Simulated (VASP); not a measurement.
Here is a VASP 6.6.1 calculation.

The input INCAR:

```
  PREC = Accurate
  ENCUT = 520
  EDIFF = 1E-6
  ISMEAR = -1
  SIGMA = 0.05
  LREAL = False
  LASPH = True
  NELM = 150
  ALGO = Normal
  ISIF = 2
  LWAVE = False
  LCHARG = True
  ISPIN = 2
  MAGMOM = 1 1 1 1 0 0 0.6 0.6 0 0
  LORBIT = 11
  LMAXMIX = 4
  GGA = PE
  LELF = True
  LVHAR = True
  NBANDS = 72
```

KPOINTS

```
regular mesh
0
Gamma
  8 8 1
```

POSCAR

```
NiMoIrPdW
1.0
    2.7380843459      0.0000028526      0.0000000000
   -1.3690446434      2.3712491749      0.0000000000
    0.0000000000      0.0000000000     21.7119647549
Ni Mo Pd Ir W
2 2 2 2 2
Direct
    0.3333333333      0.6666666667      0.8524233133
    0.6666666667      0.3333333333      0.1475766867
    0.6666666667      0.3333333333      0.7618557821
    0.3333333333      0.6666666667      0.2381442179
    0.3333333333      0.6666666667      0.0526729545
    0.6666666667      0.3333333333      0.9473270455
    0.3333333333      0.6666666667      0.6590787408
    0.6666666667      0.3333333333      0.3409212592
    0.3333333333      0.6666666667      0.4440022245
    0.6666666667      0.3333333333      0.5559977755
```

Potentials or basis: VASP PAW PBE potentials, release 64 (Ni, Mo_sv, Pd, Ir, W_sv).

Launch:

```sh
$ cat potpaw_PBE.64/Ni/POTCAR potpaw_PBE.64/Mo_sv/POTCAR potpaw_PBE.64/Pd/POTCAR potpaw_PBE.64/Ir/POTCAR potpaw_PBE.64/W_sv/POTCAR > POTCAR
$ mpirun -np 1 vasp_std > vasp.out
```

Task: Estimate the largest force.

Result: 0.028 eV/Å.

Task: What does it give for the band gap on the k mesh?

Result: Zero (filled and empty bands overlap).

Task: Predict the pressure.

Result: 10.4 GPa.

Forces in eV/Å, atoms in the order of the input:
```
Ni   0.000  0.000  0.028
Ni   0.000  0.000 -0.028
Mo   0.000  0.000 -0.003
Mo   0.000  0.000  0.003
Pd   0.000  0.000 -0.003
Pd   0.000  0.000  0.003
Ir   0.000  0.000  0.024
Ir   0.000  0.000 -0.024
W    0.000  0.000  0.014
W    0.000  0.000 -0.014
```

Caveat: the cell stands under pressure; spin-orbit coupling is left out, which moves the levels of the heavy elements.
